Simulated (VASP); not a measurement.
## HC16 (a cell with a defect): relaxation of the atoms with PBE+D3(BJ)

Crystal: HC16 (a cell with a defect).

```
C H
1.0
     0.00000    3.57000    3.57000
     3.57000    0.00000    3.57000
     3.57000    3.57000    0.00000
C H
16 1
Direct
  0.00000 0.00000 0.00000
  0.12500 0.12500 0.12500
  0.00000 0.00000 0.50000
  0.12500 0.12500 0.62500
  0.00000 0.50000 0.00000
  0.12500 0.62500 0.12500
  0.00000 0.50000 0.50000
  0.12500 0.62500 0.62500
  0.50000 0.00000 0.00000
  0.62500 0.12500 0.12500
  0.50000 0.00000 0.50000
  0.62500 0.12500 0.62500
  0.50000 0.50000 0.00000
  0.62500 0.62500 0.12500
  0.50000 0.50000 0.50000
  0.62500 0.62500 0.62500
  0.36442 0.38801 0.38849
```

```json
{
  "Program": "VASP 6.6.1",
  "Task": "relaxation of the atoms",
  "Functional": "PBE",
  "Dispersion": "D3(BJ)",
  "Potentials or basis": "VASP PAW PBE potentials, release 64 (C, H)",
  "Cutoff": "520 eV",
  "k mesh": "3 × 3 × 3",
  "Occupations": "gaussian, width 0.02 eV",
  "Spin": "no spin polarisation",
  "Dipole correction": "no",
  "Charge": "1",
  "Further INCAR settings": "LREAL = Auto; ALGO = Normal; EDIFF = 1e-07; IBRION = 2; EDIFFG = -0.03; NSW = 80; NELECT = 64.0"
}
```

```json
{
 "Energy gained by relaxing": "52.6 meV/atom",
 "Ionic steps": "38",
 "Largest force after relaxing": "0.022 eV/Å",
 "Dispersion energy per atom": "-0.190 eV"
}
```

Forces on the atoms (eV/Å):
```
C    0.003 -0.013 -0.011
C    0.015  0.000 -0.001
C    0.006 -0.009 -0.004
C   -0.001  0.001 -0.009
C    0.004 -0.009 -0.006
C    0.000 -0.008 -0.001
C   -0.007  0.005  0.009
C   -0.004  0.009  0.007
C    0.006  0.000  0.002
C   -0.004  0.002  0.003
C   -0.005 -0.001 -0.008
C    0.005  0.001 -0.001
C   -0.005 -0.009  0.001
C    0.004  0.001 -0.001
C    0.003  0.009  0.009
C   -0.006  0.016  0.013
H   -0.014  0.005 -0.002
```

Step by step:
| step | energy change (eV) | largest force (eV/Å) | pressure (GPa) |
| --- | --- | --- | --- |
| 1 | 0.0000 | 1.3847 | -19.50 |
| 2 | 0.2581 | 2.5297 | -18.82 |
| 3 | -0.1137 | 0.5886 | -20.08 |
| 4 | -0.1296 | 0.7253 | -19.95 |
| 5 | -0.1306 | 0.7694 | -19.96 |
| 6 | -0.1374 | 0.8208 | -19.96 |
| 7 | -0.1604 | 0.9692 | -19.92 |
| 8 | -0.2169 | 1.2303 | -19.77 |
| 9 | -0.3591 | 1.5267 | -19.27 |
| 10 | -0.5772 | 2.1535 | -17.32 |
| 11 | -0.5851 | 2.1456 | -17.22 |
| 12 | -0.6029 | 2.1246 | -16.93 |
| 13 | -0.6062 | 2.0801 | -16.27 |
| 14 | -0.6107 | 2.1007 | -16.60 |
| 15 | -0.6288 | 2.0176 | -16.63 |
| 16 | -0.6790 | 1.7643 | -16.73 |
| 17 | -0.7608 | 1.2572 | -16.87 |
| 18 | -0.8503 | 0.5027 | -16.93 |
| 19 | -0.8586 | 0.3562 | -16.87 |
| 20 | -0.8630 | 0.3244 | -16.86 |
| 21 | -0.8712 | 0.2372 | -16.82 |
| 22 | -0.8653 | 0.4556 | -16.70 |
| 23 | -0.8726 | 0.2382 | -16.79 |
| 24 | -0.8748 | 0.1841 | -16.78 |
| 25 | -0.8788 | 0.2328 | -16.76 |
| 26 | -0.8792 | 0.2660 | -16.74 |
| 27 | -0.8813 | 0.2285 | -16.69 |
| 28 | -0.8828 | 0.1671 | -16.60 |
| 29 | -0.8848 | 0.1389 | -16.52 |
| 30 | -0.8858 | 0.1511 | -16.39 |
| 31 | -0.8877 | 0.1368 | -16.29 |
| 32 | -0.8912 | 0.1400 | -15.97 |
| 33 | -0.8915 | 0.1658 | -15.79 |
| 34 | -0.8935 | 0.0900 | -15.64 |
| 35 | -0.8937 | 0.0832 | -15.57 |
| 36 | -0.8942 | 0.0460 | -15.56 |
| 37 | -0.8944 | 0.0414 | -15.55 |
| 38 | -0.8946 | 0.0217 | -15.54 |

Final structure:
```
C H
1.0
     0.00000    3.57000    3.57000
     3.57000    0.00000    3.57000
     3.57000    3.57000    0.00000
C H
16 1
Direct
  0.00296 0.99476 0.99454
  0.13248 0.11684 0.11648
  0.00701 0.99562 0.49092
  0.12630 0.11928 0.62127
  0.00677 0.49133 0.99549
  0.12625 0.62151 0.11916
  0.98873 0.49547 0.49523
  0.09779 0.63291 0.63271
  0.50660 0.99435 0.99407
  0.62890 0.11971 0.11951
  0.50214 0.99696 0.49336
  0.63594 0.11365 0.61989
  0.50202 0.49357 0.99692
  0.63563 0.62020 0.11363
  0.53574 0.48481 0.48442
  0.61991 0.62415 0.62408
  0.30924 0.47288 0.47681
```

Levels at points of the mesh, in eV from the Fermi level:
| k point | band 29 | band 30 | band 31 | band 32 | band 33 | band 34 | band 35 | band 36 |
| --- | --- | --- | --- | --- | --- | --- | --- | --- |
| (0.00, 0.00, 0.00) | -2.71 | -0.35 | -0.31 | -0.10 | 2.38 | 3.24 | 4.13 | 4.56 |

Run time: 21 min on 1 thread of Intel(R) Xeon(R) 6975P-C (Granite Rapids) (shared host), peak memory 0.29 GiB.

Caveat: the k points lie up to 0.51 Å⁻¹ apart; the cell carries a net charge on a neutralising background, which shifts energy and pressure; the cell is charged against a uniform background, so pressure and absolute levels hang on convention.
